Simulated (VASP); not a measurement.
# Ni (Fm-3m) in VASP: further runs

The runs below take Ni through single point, with LDA.

Everything below comes from runs of VASP 6.6.1. Logs are shortened: lines on timing, memory, paths and dates and some standing lists are left out, and cuts for length are marked.

## Step 1: The cell of the first run

It takes space group Fm-3m (No. 225, cubic). The conventional cell has a = 3.543 Å, b = 3.543 Å, c = 3.543 Å, α = 90.00°, β = 90.00°, γ = 90.00°. Ni (site symmetry m-3m) has 12 Ni at 2.51 Å within 3.3 Å.

## Step 2: Single point, LDA, collinear spin, antiferromagnetic start

INCAR

```
ALGO     = Normal         # electronic algorithm
EDIFF    = 1E-7           # SCF threshold, eV
ENCUT    = 520            # plane-wave cutoff, eV
GGA      = CA             # functional
ISIF     = 2              # what is computed and relaxed
ISMEAR   = 0              # smearing method
ISPIN    = 2              # spin polarisation
ISYM     = 0            
LASPH    = True           # aspherical terms in the spheres
LCHARG   = False          # write CHGCAR
LMAXMIX  = 4              # l up to which the mixer works
LORBIT   = 11             # projections on sites
LREAL    = False          # projectors in reciprocal space
LWAVE    = False          # write WAVECAR
MAGMOM   = 2 -2           # initial moments
NBANDS   = 21             # bands
NELM     = 150            # most SCF steps
PREC     = Accurate       # precision mode
SIGMA    = 0.1            # smearing width, eV
```

KPOINTS

```
k-points
0
Gamma
  12 7 10
```

POSCAR

```
Ni
1.0
    0.0000000000     -1.7716500000     -1.7716500000
   -3.5433000000     -1.7716500000     -1.7716500000
    0.0000000000      1.7716500000     -1.7716500000
Ni
2
Direct
    0.0000000000      0.0000000000      0.0000000000
    0.0000000000      0.5000000000      0.5000000000
```

Potentials or basis: VASP PAW LDA potentials, release 64 (Ni).

The run is started by

```bash
> cat potpaw_LDA.64/Ni/POTCAR > POTCAR
> mpirun -np 1 vasp_std > vasp.out
```

OUTCAR:

```text
EDIFF = 1E-7
   ENCUT = 520
   GGA = CA
   ISIF = 2
   ISMEAR = 0
   ISPIN = 2
   ISYM = 0
   LASPH = True
   LORBIT = 11
   LREAL = False
   NELM = 150
   PREC = Accurate

 ion  position               nearest neighbor table
   1  0.000  0.000  0.000-   2 2.51   2 2.51   2 2.51   2 2.51   2 2.51   2 2.51   2 2.51   2 2.51

   2  0.000  0.500  0.500-   1 2.51   1 2.51   1 2.51   1 2.51   1 2.51   1 2.51   1 2.51   1 2.51

IMPORTANT INFORMATION: All symmetrisations will be switched off!
NOSYMM: (Re-)initialisation of all symmetry stuff for point group C_1.

----------------------------------------------------------------------------------------

                                     Primitive cell

  volume of cell :      22.2430

  direct lattice vectors                    reciprocal lattice vectors
     0.000000000 -1.771650000 -1.771650000     0.282222787 -0.282222787 -0.282222787
    -3.543300000 -1.771650000 -1.771650000    -0.282222787  0.000000000  0.000000000
     0.000000000  1.771650000 -1.771650000     0.000000000  0.282222787 -0.282222787

  length of vectors
     2.505491458  4.339638503  2.505491458     0.488824206  0.282222787  0.399123293

  position of ions in fractional coordinates (direct lattice)
     0.000000000  0.000000000  0.000000000
     0.000000000  0.500000000  0.500000000

  ion indices of the primitive-cell ions
   primitive index   ion index
                 1           1
                 2           2

----------------------------------------------------------------------------------------

 KPOINTS: k-points

Automatic generation of k-mesh.
 Grid dimensions read from file:
 generate k-points for:   12    7   10

 Generating k-lattice:

  Cartesian coordinates                     Fractional coordinates (reciprocal lattice)
     0.023518566 -0.023518566 -0.023518566     0.083333333  0.000000000  0.000000000
    -0.040317541  0.000000000  0.000000000     0.000000000  0.142857143  0.000000000
     0.000000000  0.028222279 -0.028222279     0.000000000  0.000000000  0.100000000

  Length of vectors
     0.040735350  0.040317541  0.039912329

  Shift w.r.t. Gamma in fractional coordinates (k-lattice)
     0.000000000  0.000000000  0.000000000

 -----------------------------------------------------------------------------
|                                                                             |
|           W    W    AA    RRRRR   N    N  II  N    N   GGGG   !!!           |
|           W    W   A  A   R    R  NN   N  II  NN   N  G    G  !!!           |
|           W    W  A    A  R    R  N N  N  II  N N  N  G       !!!           |
|           W WW W  AAAAAA  RRRRR   N  N N  II  N  N N  G  GGG   !            |
|           WW  WW  A    A  R   R   N   NN  II  N   NN  G    G                |
|           W    W  A    A  R    R  N    N  II  N    N   GGGG   !!!           |
|                                                                             |
|     Your reciprocal lattice and k-lattice belong to different lattice       |
|     classes:                                                                |
|                                                                             |
|        The reciprocal lattice is simple tetragonal,                         |
|        whereas your k-lattice is simple monoclinic.                         |
|                                                                             |
|     Results are often still useful ...                                      |
|                                                                             |
 -----------------------------------------------------------------------------

 WARNING: IBZKPT: internal override: KBLOWUP is changed to .FALSE.
      ... skipping the blow-up phase ...

 Subroutine IBZKPT returns following result:
 ===========================================

 Found    422 irreducible k-points:

 Following reciprocal coordinates:
            Coordinates               Weight
  0.000000  0.000000  0.000000      1.000000
  0.083333  0.000000  0.000000      2.000000
  0.166667  0.000000  0.000000      2.000000
  0.250000  0.000000  0.000000      2.000000
  0.333333  0.000000  0.000000      2.000000
  0.416667  0.000000  0.000000      2.000000
[... 16 lines left out ...]
  0.250000  0.285714  0.000000      2.000000
  0.333333  0.285714  0.000000      2.000000
 [... further k-points ...]
   k-points           NKPTS =    422   k-points in BZ     NKDIM =    422   number of bands    NBANDS=     21
   number of dos      NEDOS =    301   number of ions     NIONS =      2
   total plane-waves  NPLWV =  12800
   dimension x,y,z NGX =    20 NGY =   32 NGZ =   20
   dimension x,y,z NGXF=    40 NGYF=   64 NGZF=   40
   ions per type =               2
   NGX,Y,Z   is equivalent  to a cutoff of  13.27, 12.26, 13.27 a.u.
   NGXF,Y,Z  is equivalent  to a cutoff of  26.54, 24.52, 26.54 a.u.
 SYSTEM =  unknown system
   PREC   = accura    normal or accurate (medium, high low for compatibility)
   ISTART =      0    job   : 0-new  1-cont  2-samecut
   ICHARG =      2    charge: 1-file 2-atom 10-const
   ISPIN  =      2    spin polarized calculation?
   LNONCOLLINEAR =      F non collinear calculations
   LSORBIT =      F    spin-orbit coupling
   LASPH  =      T    aspherical Exc in radial PAW
   ENCUT  =  520.0 eV  38.22 Ry    6.18 a.u.   4.66  8.07  4.66*2*pi/ulx,y,z
   NELM   =    150;   NELMIN=  2; NELMDL= -5     # of ELM steps
   EDIFF  = 0.1E-06   stopping-criterion for ELM
   LREAL  =      F    real-space projection
   EDIFFG = 0.1E-05   stopping-criterion for IOM
   NSW    =      0    number of steps for IOM
   IBRION =     -1    ionic relax: 0-MD 1-quasi-New 2-CG
   NFREE  =      0    steps in history (QN), initial steepest desc. (CG)
   ISIF   =      2    stress and relaxation
   ISYM   =      0    0-nonsym 1-usesym 2-fastsym
   POTIM  = 0.5000    time-step for ionic-motion
   TEBEG  =    0.0;   TEEND  =   0.0 temperature during run
   PSTRESS=    0.0 pullay stress
   NELECT =      20.0000    total number of electrons
   NUPDOWN=      -1.0000    fix difference up-down
   EMIN   =  10.00;   EMAX   =-10.00  energy-range for DOS
   EFERMI =   0.00;   METHOD = LEGACY
   ISMEAR =     0;   SIGMA  =   0.10  broadening in eV -4-tet -1-fermi 0-gaus
   EFERMI_NEDOS =   21; number of points for ismear=-14 and -15
   IALGO  =     38    algorithm
   IMIX   =      4    mixing-type and parameters
     AMIX     =   0.40;   BMIX     =  1.00
     AMIX_MAG =   1.60;   BMIX_MAG =  1.00
  volume/ion in A,a.u.               =      11.12        75.05
  Fermi-wavevector in a.u.,A,eV,Ry     =   1.580108  2.985972 33.970248  2.496743
  Thomas-Fermi vector in A             =   2.680386
   LORBIT       =     11    0 simple, 1 ext, 2 COOP (PROOUT), +10 PAW based schemes
   GGA     = CA    functional components
   LHFCALC =     F    Hartree Fock is set to
   AEXX    =    0.0000 exact exchange contribution
   IVDW    =     0    specifies the selected vdW correction
   LEPSILON=     F    determine dielectric tensor
   LRPA    =     F    only Hartree local field effects (RPA)
 spin polarized calculation
 Gauss-broadening in eV      SIGMA  =   0.10
  energy-cutoff  :      520.00
  volume of cell :       22.24
 maximum number of plane-waves:       616
   NGX =  9   NGY = 17   NGZ =  9

 number of electron      19.9999987 magnetization      -0.0000160

 number of electron      19.9999987 magnetization       0.0000093

 Free energy of the ion-electron system (eV)
  ---------------------------------------------------
  ext. energy  EPLUGINS =         0.00000000
  ---------------------------------------------------
  free energy    TOTEN  =       -12.93640248 eV

  energy without entropy =      -12.89653941  energy(sigma->0) =      -12.91647095

 E-fermi :   8.5534     XC(G=0): -13.4812

 val. band max:        8.5524505373   @ k =   0.4167   0.0000   0.0000
 cond. band min:       8.5535442905   @ k =  -0.2500  -0.1429   0.1000
 fundamental gap:      0.0010937532
 Fermi energy:         8.5533840846

 spin component 1

 k-point     1 :       0.0000    0.0000    0.0000
  band No.  band energies     occupation
      1      -0.0968      1.00000
      2       4.4318      1.00000
      3       4.9743      1.00000
      4       6.7457      1.00000
      5       6.7464      1.00000
      6       6.7489      1.00000
[... 13 lines left out ...]
     20      35.9174      0.00000
     21      35.9176      0.00000

 k-point     2 :       0.0833    0.0000    0.0000
  band No.  band energies     occupation
      1       0.1698      1.00000
      2       4.5284      1.00000
      3       5.0593      1.00000
      4       6.6790      1.00000
      5       6.8040      1.00000
      6       6.8045      1.00000
[... 520 lines left out ...]
 k-point    24 :       0.3333    0.2857    0.0000
  band No.  band energies     occupation
      1       2.5382      1.00000
      2       5.4267      1.00000
      3       5.6451      1.00000
      4       6.2020      1.00000
      5       6.5440      1.00000
      6       6.8832      1.00000
[... 13 lines left out ...]
     20      36.3050      0.00000
     21      37.1413      0.00000

 [... further k-points ...]

 spin component 2

 k-point     1 :       0.0000    0.0000    0.0000
  band No.  band energies     occupation
      1      -0.0968      1.00000
      2       4.4318      1.00000
      3       4.9743      1.00000
      4       6.7457      1.00000
      5       6.7464      1.00000
      6       6.7490      1.00000
[... 13 lines left out ...]
     20      35.9174      0.00000
     21      35.9176      0.00000

 k-point     2 :       0.0833    0.0000    0.0000
  band No.  band energies     occupation
      1       0.1698      1.00000
      2       4.5285      1.00000
      3       5.0593      1.00000
      4       6.6790      1.00000
      5       6.8040      1.00000
      6       6.8045      1.00000
[... 520 lines left out ...]
 k-point    24 :       0.3333    0.2857    0.0000
  band No.  band energies     occupation
      1       2.5382      1.00000
      2       5.4267      1.00000
      3       5.6451      1.00000
      4       6.2020      1.00000
      5       6.5440      1.00000
      6       6.8832      1.00000
[... 13 lines left out ...]
     20      36.3050      0.00000
     21      37.1413      0.00000

 [... further k-points ...]
[... 5 lines left out ...]
  --------------------------------------------------------------------------------------
  -------------------------------------------------------------------------------------
  Total       -2.9135469     -2.9593221     -2.9593219     -0.0083278      0.0055672     -0.0083278
  in kB     -209.8644214   -213.1616369   -213.1616229     -0.5998576      0.4010100     -0.5998562
  external PRESSURE =    -212.0625604 kB  Pullay stress =       0.0000000 kB

 VOLUME and BASIS-vectors are now :
 -----------------------------------------------------------------------------
  energy-cutoff  :      520.00
  volume of cell :       22.24
      direct lattice vectors                 reciprocal lattice vectors
     0.000000000 -1.771650000 -1.771650000     0.282222787 -0.282222787 -0.282222787
    -3.543300000 -1.771650000 -1.771650000    -0.282222787  0.000000000  0.000000000
     0.000000000  1.771650000 -1.771650000     0.000000000  0.282222787 -0.282222787

 POSITION                                       TOTAL-FORCE (eV/Angst)
 -----------------------------------------------------------------------------------
      0.00000      0.00000      0.00000        -0.000000      0.000000      0.000000
     -1.77165      0.00000     -1.77165         0.000000     -0.000000     -0.000000
 -----------------------------------------------------------------------------------
    total drift:                                0.000000      0.000000     -0.000000

  FREE ENERGIE OF THE ION-ELECTRON SYSTEM (eV)
  ---------------------------------------------------
  free  energy   TOTEN  =       -12.9364024802 eV

  energy  without entropy=      -12.8965394132  energy(sigma->0) =      -12.91647095

 total charge

# of ion       s       p       d       tot
------------------------------------------
    1        0.487   0.472   8.325   9.285
    2        0.487   0.472   8.325   9.284
--------------------------------------------------
tot          0.973   0.945  16.651  18.569

 magnetization (x)

# of ion       s       p       d       tot
------------------------------------------
    1        0.000   0.000   0.000   0.000
    2       -0.000  -0.000  -0.000  -0.000
--------------------------------------------------
tot         -0.000  -0.000   0.000   0.000
```

Run time: 3.9 min. Hardware: 1 thread of Intel Xeon 6975P-C (Granite Rapids), shared host; peak memory 0.35 GiB.

What came out:

| Quantity | Value |
| --- | --- |
| Free energy | -12.9364 eV |
| Pressure | -21.2 GPa |
| Band gap on the k mesh | zero (filled and empty bands overlap) |
| Net moment | 0.00 μB per cell |
| Valence electrons inside the program's atomic spheres | Ni 9.29, 9.28 |

Stress tensor (GPa, compression positive):
```
-20.99  -0.06  -0.06
 -0.06 -21.32   0.04
 -0.06   0.04 -21.32
```

Caveat: the cell stands under tension; the moments typed at the start vanished in this run.

## Step 3: Single point, LDA, collinear spin, ferromagnetic start

INCAR

```
SYSTEM = Ni
ALGO     = Normal         ! electronic algorithm
EDIFF    = 1E-7           ! SCF threshold, eV
ENCUT    = 520            ! plane-wave cutoff, eV
ISIF     = 2              ! what is computed and relaxed
ISMEAR   = 0              ! smearing method
ISPIN    = 2              ! spin polarisation
ISYM     = 0            
LASPH    = .True.         ! aspherical terms in the spheres
LCHARG   = .False.        ! write CHGCAR
LMAXMIX  = 4              ! l up to which the mixer works
LORBIT   = 11             ! projections on sites
LREAL    = .False.        ! projectors in reciprocal space
LWAVE    = .False.        ! write WAVECAR
MAGMOM   = 0.74 0.74      ! initial moments
NBANDS   = 21             ! bands
NELM     = 150            ! most SCF steps
PREC     = Accurate       ! precision mode
SIGMA    = 0.1            ! smearing width, eV
```

KPOINTS

```
k-points
0
Gamma
  12 7 10
  0 0 0
```

POSCAR is that of step 2.

Potentials or basis: VASP PAW LDA potentials, release 64 (Ni).

The run is started by

```bash
> cat potpaw_LDA.64/Ni/POTCAR > POTCAR
> mpirun -np 1 vasp_std > vasp.out
```

Wall time 2.7 min (1 thread of Intel Xeon 6975P-C (Granite Rapids), shared host); peak memory 0.35 GiB.

The run converged. Its results:

```yaml
Free_energy: -13.0121 eV
Pressure: -20.2 GPa
Net_moment: 1.23 μB per cell
Site_moments: Ni +0.62 μB
Valence_electrons_inside_the_program's_atomic_spheres: Ni 9.28
```

Levels at points of the mesh, in eV from the Fermi level:
Spin up:
```
           k point  band 7  band 8  band 9  band 10  band 11  band 12  band 13  band 14  band 15  band 16
(0.00, 0.00, 0.00)   -1.18   -1.18   -0.49    -0.38    -0.37     2.44     9.08    14.57    14.57    19.54
(0.50, 0.00, 0.00)   -0.52   -0.52   -0.52    -0.52    -0.21    -0.21     5.56     5.56    22.13    22.13
(0.00, 0.00, 0.50)   -1.60   -1.60   -1.28    -1.28     0.99     0.99    11.37    11.37    12.71    12.71
(0.50, 0.00, 0.50)   -1.24   -1.24   -0.38    -0.38     7.63     7.63     7.64     7.64     9.91     9.91
```
Spin down:
```
           k point  band 7  band 8  band 9  band 10  band 11  band 12  band 13  band 14
(0.00, 0.00, 0.00)   -0.61   -0.60    0.11     0.33     0.34     2.49     9.35    14.64
(0.50, 0.00, 0.00)   -0.19   -0.19    0.14     0.14     0.14     0.14     5.94     5.94
(0.00, 0.00, 0.50)   -1.06   -1.06   -0.60    -0.60     1.52     1.52    11.58    11.58
(0.50, 0.00, 0.50)   -0.69   -0.69    0.34     0.34     7.84     7.84     7.84     7.84
```

Caveat: the cell stands under tension.

## Step 4: Single point, LDA, collinear spin, antiferromagnetic start

INCAR

```
SYSTEM = Ni
  PREC = Accurate
  ENCUT = 520
  EDIFF = 1E-6
  ISMEAR = 0
  SIGMA = 0.1
  LREAL = .False.
  LASPH = .True.
  NELM = 150
  ALGO = Normal
  ISIF = 2
  LWAVE = .False.
  LCHARG = .False.
  ISPIN = 2
  MAGMOM = 1 -1
  LORBIT = 11
  LMAXMIX = 4
  ISYM = 0
  NBANDS = 21
```

KPOINTS

```
regular mesh
0
Gamma
  12 7 10
  0 0 0
```

POSCAR is that of step 3.

The run is started by

```bash
> cat potpaw_LDA.64/Ni/POTCAR > POTCAR
> mpirun -np 1 vasp_std > vasp.out
```

Wall time 6.3 min (1 thread of Intel Xeon Platinum 8259CL at 2.50GHz (Skylake/Cascade Lake), shared host); peak memory 0.35 GiB.

The run converged. Its results:

```yaml
Free_energy: -12.9364 eV
Pressure: -21.2 GPa
Band_gap_on_the_k_mesh: zero (filled and empty bands overlap)
Net_moment: 0.00 μB per cell
Valence_electrons_inside_the_program's_atomic_spheres: Ni 9.29, 9.28
```

Stress tensor (GPa, compression positive):
```
-20.97  -0.06  -0.06
 -0.06 -21.30   0.04
 -0.06   0.04 -21.30
```

Levels at points of the mesh, in eV from the Fermi level:
Spin up:
| k point | band 6 | band 7 | band 8 | band 9 | band 10 | band 11 | band 12 | band 13 | band 14 | band 15 |
| --- | --- | --- | --- | --- | --- | --- | --- | --- | --- | --- |
| (0.00, 0.00, 0.00) | -1.80 | -0.71 | -0.71 | 0.00 | 0.16 | 0.16 | 2.63 | 9.38 | 14.76 | 14.76 |
| (0.50, 0.00, 0.00) | -1.83 | -0.04 | -0.04 | -0.01 | 0.00 | 0.00 | 0.00 | 5.92 | 5.92 | 22.28 |
| (0.00, 0.00, 0.50) | -2.20 | -1.15 | -1.15 | -0.76 | -0.76 | 1.42 | 1.43 | 11.64 | 11.64 | 12.95 |
| (0.50, 0.00, 0.50) | -2.48 | -0.79 | -0.79 | 0.16 | 0.16 | 7.90 | 7.90 | 7.91 | 7.91 | 10.18 |
Spin down:
```csv
k point,band 8,band 9,band 10,band 11,band 12,band 13
"(0.00, 0.00, 0.00)",-0.71,0.00,0.16,0.16,2.63,9.38
"(0.50, 0.00, 0.00)",-0.04,-0.01,0.00,0.00,0.00,5.92
"(0.00, 0.00, 0.50)",-1.15,-0.76,-0.76,1.42,1.43,11.64
"(0.50, 0.00, 0.50)",-0.79,0.16,0.16,7.90,7.90,7.91
```

Caveat: the cell stands under tension; the moments typed at the start vanished in this run.

[end of part 1 of 2]
